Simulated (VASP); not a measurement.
# InAs (Pm-3m) in VASP: a series of runs

InAs is run at these levels: PBE; tasks: single point.

Everything below comes from runs of VASP 6.6.1. Logs are shortened: lines on timing, memory, paths and dates and some standing lists are left out, and cuts for length are marked.

### 1 The cell of the first run

It takes space group Pm-3m (No. 221, cubic). Conventional cell: a = 3.557 Å, b = 3.557 Å, c = 3.557 Å, α = 90.00°, β = 90.00°, γ = 90.00°. In (site symmetry m-3m) has 8 As at 3.08 Å and 6 In at 3.56 Å within 4.1 Å. As (site symmetry m-3m) has 8 In at 3.08 Å and 6 As at 3.56 Å within 4.1 Å.

### 2 Single point, PBE

INCAR reads:

```
SYSTEM = InAs
PREC = Accurate
ENCUT = 500
EDIFF = 1E-6
ISMEAR = 0
SIGMA = 0.2
LREAL = .FALSE.
LASPH = .TRUE.
NELM = 120
ALGO = Normal
ISIF = 2
LWAVE = .FALSE.
LCHARG = .TRUE.
GGA = PE
LELF = .TRUE.
LVHAR = .TRUE.
NBANDS = 16
GGA_COMPAT = .FALSE.
```

KPOINTS reads:

```
regular mesh
0
G
  5 5 5
  0 0 0
```

POSCAR reads:

```
InAs
1.0
    3.5569620507      0.0000000000      0.0000000000
    0.0000000000      3.5569620507      0.0000000000
    0.0000000000      0.0000000000      3.5569620507
In As
1 1
Direct
    0.0000000000      0.0000000000      0.0000000000
    0.5000000000      0.5000000000      0.5000000000
```

Potentials or basis: VASP PAW PBE potentials, release 64 (In_d, As).

The run is started by

```console
> cat potpaw_PBE.64/In_d/POTCAR potpaw_PBE.64/As/POTCAR > POTCAR
> mpirun -np 1 vasp_std > vasp.out
```

OUTCAR:

```text
SYSTEM = InAs
   PREC = Accurate
   ENCUT = 500
   EDIFF = 1E-6
   ISMEAR = 0
   LREAL = .FALSE.
   LASPH = .TRUE.
   NELM = 120
   ISIF = 2
   GGA = PE

 ion  position               nearest neighbor table
   1  0.000  0.000  0.000-   2 3.08   2 3.08   2 3.08   2 3.08   2 3.08   2 3.08   2 3.08   2 3.08

   2  0.500  0.500  0.500-   1 3.08   1 3.08   1 3.08   1 3.08   1 3.08   1 3.08   1 3.08   1 3.08

  LATTYP: Found a simple cubic cell.
 ALAT       =     3.5569620507

  Lattice vectors:

 A1 = (   3.5569620507,   0.0000000000,   0.0000000000)
 A2 = (   0.0000000000,   3.5569620507,   0.0000000000)
 A3 = (   0.0000000000,   0.0000000000,   3.5569620507)

Analysis of symmetry for initial positions (statically):
=====================================================================
 Subroutine PRICEL returns:
 Original cell was already a primitive cell.

 Routine SETGRP: Setting up the symmetry group for a
 simple cubic supercell.

 Subroutine GETGRP returns: Found 48 space group operations
 (whereof 48 operations were pure point group operations)
 out of a pool of 48 trial point group operations.

The static configuration has the point symmetry O_h .

Analysis of symmetry for dynamics (positions and initial velocities):
=====================================================================
 Subroutine PRICEL returns:
 Original cell was already a primitive cell.

 Routine SETGRP: Setting up the symmetry group for a
 simple cubic supercell.

 Subroutine GETGRP returns: Found 48 space group operations
 (whereof 48 operations were pure point group operations)
 out of a pool of 48 trial point group operations.

The dynamic configuration has the point symmetry O_h .

 Subroutine INISYM returns: Found 48 space group operations
 (whereof 48 operations are pure point group operations),
 and found     1 'primitive' translations

----------------------------------------------------------------------------------------

                                     Primitive cell

  volume of cell :      45.0026

  direct lattice vectors                    reciprocal lattice vectors
     3.556962051  0.000000000  0.000000000     0.281138788  0.000000000  0.000000000
     0.000000000  3.556962051  0.000000000     0.000000000  0.281138788  0.000000000
     0.000000000  0.000000000  3.556962051     0.000000000  0.000000000  0.281138788

  length of vectors
     3.556962051  3.556962051  3.556962051     0.281138788  0.281138788  0.281138788

  position of ions in fractional coordinates (direct lattice)
     0.000000000  0.000000000  0.000000000
     0.500000000  0.500000000  0.500000000

  ion indices of the primitive-cell ions
   primitive index   ion index
                 1           1
                 2           2

----------------------------------------------------------------------------------------

 KPOINTS: regular mesh

Automatic generation of k-mesh.
 Grid dimensions read from file:
 generate k-points for:    5    5    5

 Generating k-lattice:

  Cartesian coordinates                     Fractional coordinates (reciprocal lattice)
     0.056227758  0.000000000  0.000000000     0.200000000  0.000000000  0.000000000
     0.000000000  0.056227758  0.000000000     0.000000000  0.200000000  0.000000000
     0.000000000  0.000000000  0.056227758     0.000000000  0.000000000  0.200000000

  Length of vectors
     0.056227758  0.056227758  0.056227758

  Shift w.r.t. Gamma in fractional coordinates (k-lattice)
     0.000000000  0.000000000  0.000000000

 Subroutine IBZKPT returns following result:
 ===========================================

 Found     10 irreducible k-points:

 Following reciprocal coordinates:
            Coordinates               Weight
  0.000000  0.000000  0.000000      1.000000
  0.200000  0.000000  0.000000      6.000000
  0.400000  0.000000  0.000000      6.000000
  0.200000  0.200000  0.000000     12.000000
  0.400000  0.200000  0.000000     24.000000
  0.400000  0.400000  0.000000     12.000000
  0.200000  0.200000  0.200000      8.000000
  0.400000  0.200000  0.200000     24.000000
  0.400000  0.400000  0.200000     24.000000
  0.400000  0.400000  0.400000      8.000000
   k-points           NKPTS =     10   k-points in BZ     NKDIM =     10   number of bands    NBANDS=     16
   number of dos      NEDOS =    301   number of ions     NIONS =      2
   total plane-waves  NPLWV =  21952
   dimension x,y,z NGX =    28 NGY =   28 NGZ =   28
   dimension x,y,z NGXF=    56 NGYF=   56 NGZF=   56
   ions per type =               1   1
   NGX,Y,Z   is equivalent  to a cutoff of  13.09, 13.09, 13.09 a.u.
   NGXF,Y,Z  is equivalent  to a cutoff of  26.17, 26.17, 26.17 a.u.
 SYSTEM =  InAs
   PREC   = accura    normal or accurate (medium, high low for compatibility)
   ISTART =      0    job   : 0-new  1-cont  2-samecut
   ICHARG =      2    charge: 1-file 2-atom 10-const
   ISPIN  =      1    spin polarized calculation?
   LNONCOLLINEAR =      F non collinear calculations
   LSORBIT =      F    spin-orbit coupling
   LASPH  =      T    aspherical Exc in radial PAW
   ENCUT  =  500.0 eV  36.75 Ry    6.06 a.u.   6.49  6.49  6.49*2*pi/ulx,y,z
   NELM   =    120;   NELMIN=  2; NELMDL= -5     # of ELM steps
   EDIFF  = 0.1E-05   stopping-criterion for ELM
   LREAL  =      F    real-space projection
   EDIFFG = 0.1E-04   stopping-criterion for IOM
   NSW    =      0    number of steps for IOM
   IBRION =     -1    ionic relax: 0-MD 1-quasi-New 2-CG
   NFREE  =      0    steps in history (QN), initial steepest desc. (CG)
   ISIF   =      2    stress and relaxation
   ISYM   =      2    0-nonsym 1-usesym 2-fastsym
   POTIM  = 0.5000    time-step for ionic-motion
   TEBEG  =    0.0;   TEEND  =   0.0 temperature during run
   PSTRESS=    0.0 pullay stress
   NELECT =      18.0000    total number of electrons
   NUPDOWN=      -1.0000    fix difference up-down
   EMIN   =  10.00;   EMAX   =-10.00  energy-range for DOS
   EFERMI =   0.00;   METHOD = LEGACY
   ISMEAR =     0;   SIGMA  =   0.20  broadening in eV -4-tet -1-fermi 0-gaus
   EFERMI_NEDOS =   21; number of points for ismear=-14 and -15
   IALGO  =     38    algorithm
   IMIX   =      4    mixing-type and parameters
     AMIX     =   0.40;   BMIX     =  1.00
     AMIX_MAG =   1.60;   BMIX_MAG =  1.00
  volume/ion in A,a.u.               =      22.50       151.85
  Fermi-wavevector in a.u.,A,eV,Ry     =   1.206201  2.279390 19.795408  1.454921
  Thomas-Fermi vector in A             =   2.341875
   LORBIT       =      0    0 simple, 1 ext, 2 COOP (PROOUT), +10 PAW based schemes
   GGA     = PE    functional components
   LHFCALC =     F    Hartree Fock is set to
   AEXX    =    0.0000 exact exchange contribution
   IVDW    =     0    specifies the selected vdW correction
   LEPSILON=     F    determine dielectric tensor
   LRPA    =     F    only Hartree local field effects (RPA)
 non-spin polarized calculation
 Gauss-broadening in eV      SIGMA  =   0.20
  energy-cutoff  :      500.00
  volume of cell :       45.00
 maximum number of plane-waves:      1189
 NGX is ok and might be reduce to    28
   NGX = 13   NGY = 13   NGZ = 13

 number of electron      17.9999999 magnetization

 Free energy of the ion-electron system (eV)
  ---------------------------------------------------
  ext. energy  EPLUGINS =         0.00000000
  ---------------------------------------------------
  free energy    TOTEN  =        -6.96777457 eV

  energy without entropy =       -6.95792843  energy(sigma->0) =       -6.96285150

 E-fermi :   7.1307     XC(G=0): -10.4962

 val. band max:        7.0506517508   @ k =   0.2000   0.0000   0.0000
 cond. band min:       7.5819674031   @ k =   0.4000   0.0000   0.0000
 fundamental gap:      0.5313156524
 Fermi energy:         7.1307172618

 k-point     1 :       0.0000    0.0000    0.0000
  band No.  band energies     occupation
      1      -7.7624      2.00000
      2      -7.7624      2.00000
      3      -7.5579      2.00000
      4      -7.5579      2.00000
      5      -7.5579      2.00000
      6      -5.7157      2.00000
[... 8 lines left out ...]
     15      16.2348      0.00000
     16      20.8131      0.00000

 k-point     2 :       0.2000    0.0000    0.0000
  band No.  band energies     occupation
      1      -7.7572      2.00000
      2      -7.7051      2.00000
      3      -7.5846      2.00000
      4      -7.5846      2.00000
      5      -7.5556      2.00000
      6      -5.3303      2.00000
[... 8 lines left out ...]
     15      15.3246      0.00000
     16      18.6304      0.00000

 k-point     3 :       0.4000    0.0000    0.0000
  band No.  band energies     occupation
      1      -7.7488      2.00000
      2      -7.6274      2.00000
      3      -7.6274      2.00000
      4      -7.6142      2.00000
      5      -7.5519      2.00000
      6      -4.4200      2.00000
[... 8 lines left out ...]
     15      16.0600      0.00000
     16      19.9121      0.00000

 k-point     4 :       0.2000    0.2000    0.0000
  band No.  band energies     occupation
      1      -7.7274      2.00000
      2      -7.6694      2.00000
      3      -7.6326      2.00000
      4      -7.5839      2.00000
      5      -7.5777      2.00000
      6      -4.9287      2.00000
[... 8 lines left out ...]
     15      16.3483      0.00000
     16      18.1477      0.00000

 k-point     5 :       0.4000    0.2000    0.0000
  band No.  band energies     occupation
      1      -7.7115      2.00000
      2      -7.7016      2.00000
      3      -7.6213      2.00000
      4      -7.5810      2.00000
      5      -7.5746      2.00000
      6      -4.0096      2.00000
[... 8 lines left out ...]
     15      18.3004      0.00000
     16      18.3105      0.00000

 k-point     6 :       0.4000    0.4000    0.0000
  band No.  band energies     occupation
      1      -7.8087      2.00000
      2      -7.6752      2.00000
      3      -7.6122      2.00000
      4      -7.6099      2.00000
      5      -7.5017      2.00000
      6      -3.1411      2.00000
[... 8 lines left out ...]
     15      16.6742      0.00000
     16      18.0094      0.00000

 k-point     7 :       0.2000    0.2000    0.2000
  band No.  band energies     occupation
      1      -7.6657      2.00000
      2      -7.6657      2.00000
      3      -7.6470      2.00000
      4      -7.6083      2.00000
      5      -7.6083      2.00000
      6      -4.5360      2.00000
[... 8 lines left out ...]
     15      15.5652      0.00000
     16      20.4082      0.00000

 k-point     8 :       0.4000    0.2000    0.2000
  band No.  band energies     occupation
      1      -7.7080      2.00000
      2      -7.6632      2.00000
      3      -7.6534      2.00000
      4      -7.6061      2.00000
      5      -7.5627      2.00000
      6      -3.6543      2.00000
[... 8 lines left out ...]
     15      17.4425      0.00000
     16      18.5702      0.00000

 k-point     9 :       0.4000    0.4000    0.2000
  band No.  band energies     occupation
      1      -7.7781      2.00000
      2      -7.6555      2.00000
      3      -7.6504      2.00000
      4      -7.6069      2.00000
      5      -7.4994      2.00000
      6      -2.9147      2.00000
[... 8 lines left out ...]
     15      19.4373      0.00000
     16      19.6692      0.00000

 k-point    10 :       0.4000    0.4000    0.4000
  band No.  band energies     occupation
      1      -7.7374      2.00000
      2      -7.7136      2.00000
      3      -7.7136      2.00000
      4      -7.4961      2.00000
      5      -7.4961      2.00000
      6      -2.4723      2.00000
[... 8 lines left out ...]
     15      21.7938      0.00000
     16      21.7938      0.00000

------------------------ aborting loop because EDIFF is reached ----------------------------------------

  FORCE on cell =-STRESS in cart. coord.  units (eV):
  Direction    XX          YY          ZZ          XY          YZ          ZX
  --------------------------------------------------------------------------------------
  -------------------------------------------------------------------------------------
  Total        0.0487935      0.0487935      0.0487935      0.0000000      0.0000000      0.0000000
  in kB        1.7371403      1.7371403      1.7371403      0.0000000      0.0000000      0.0000000
  external PRESSURE =       1.7371403 kB  Pullay stress =       0.0000000 kB

 VOLUME and BASIS-vectors are now :
 -----------------------------------------------------------------------------
  energy-cutoff  :      500.00
  volume of cell :       45.00
      direct lattice vectors                 reciprocal lattice vectors
     3.556962051  0.000000000  0.000000000     0.281138788  0.000000000  0.000000000
     0.000000000  3.556962051  0.000000000     0.000000000  0.281138788  0.000000000
     0.000000000  0.000000000  3.556962051     0.000000000  0.000000000  0.281138788

 POSITION                                       TOTAL-FORCE (eV/Angst)
 -----------------------------------------------------------------------------------
      0.00000      0.00000      0.00000         0.000000      0.000000      0.000000
      1.77848      1.77848      1.77848         0.000000      0.000000      0.000000
 -----------------------------------------------------------------------------------
    total drift:                               -0.000000      0.000000     -0.000000

  FREE ENERGIE OF THE ION-ELECTRON SYSTEM (eV)
  ---------------------------------------------------
  free  energy   TOTEN  =        -6.9677745681 eV

  energy  without entropy=       -6.9579284346  energy(sigma->0) =       -6.96285150
```

Run time: 4.3 s. Hardware: 1 thread of Intel Xeon 6975P-C (Granite Rapids), shared host; peak memory 0.15 GiB.

Results:

```yaml
Free_energy: -6.9678 eV
Pressure: 0.2 GPa
Band_gap_on_the_k_mesh: zero (band 9 reaches 7.79 eV, above the bottom of band 10 at 5.69 eV)
```

Caveat: spin-orbit coupling is left out, which moves the levels of the heavy elements.

### 3 Single point, PBE

This run uses another cell than the first one, of 22.38 Å³/atom, 0.995 times its volume.

INCAR reads:

```
PREC     = Accurate       # precision mode
ENCUT    = 500            # plane-wave cutoff, eV
EDIFF    = 1E-6           # SCF threshold, eV
ISMEAR   = 0              # smearing method
SIGMA    = 0.2            # smearing width, eV
LREAL    = F              # projectors in reciprocal space
LASPH    = T              # aspherical terms in the spheres
NELM     = 120            # most SCF steps
ALGO     = Normal         # electronic algorithm
ISIF     = 2              # what is computed and relaxed
LWAVE    = F              # write WAVECAR
LCHARG   = T              # write CHGCAR
GGA      = PE             # functional
LELF     = T              # ELF
LVHAR    = T            
NBANDS   = 16             # bands
GGA_COMPAT= F
```

KPOINTS reads:

```
Automatic mesh
0
Gamma
  5 5 5
```

POSCAR reads:

```
InAs
1.0
    3.5506823143      0.0000000000      0.0000000000
    0.0000000000      3.5506823143      0.0000000000
    0.0000000000      0.0000000000      3.5506823143
In As
1 1
Direct
    0.5000000000      0.5000000000      0.5000000000
    0.0000000000      0.0000000000      0.0000000000
```

Potentials or basis: VASP PAW PBE potentials, release 64 (In_d, As).

The run is started by

```console
> cat potpaw_PBE.64/In_d/POTCAR potpaw_PBE.64/As/POTCAR > POTCAR
> mpirun -np 1 vasp_std > vasp.out
```

It took 4.4 s on 1 thread of Intel Xeon 6975P-C (Granite Rapids), shared host; peak memory 0.15 GiB.

The run converged. Its results:

* Free energy: -6.9672 eV
* Pressure: 0.5 GPa
* Band gap on the k mesh: zero (band 9 reaches 7.86 eV, above the bottom of band 10 at 5.75 eV)

Levels at points of the mesh, in eV from the Fermi level:
| k point | band 7 | band 8 | band 9 | band 10 | band 11 | band 12 |
| --- | --- | --- | --- | --- | --- | --- |
| (0.00, 0.00, 0.00) | -2.62 | -1.01 | -1.01 | -1.01 | 4.62 | 4.62 |

Caveat: spin-orbit coupling is left out, which moves the levels of the heavy elements.
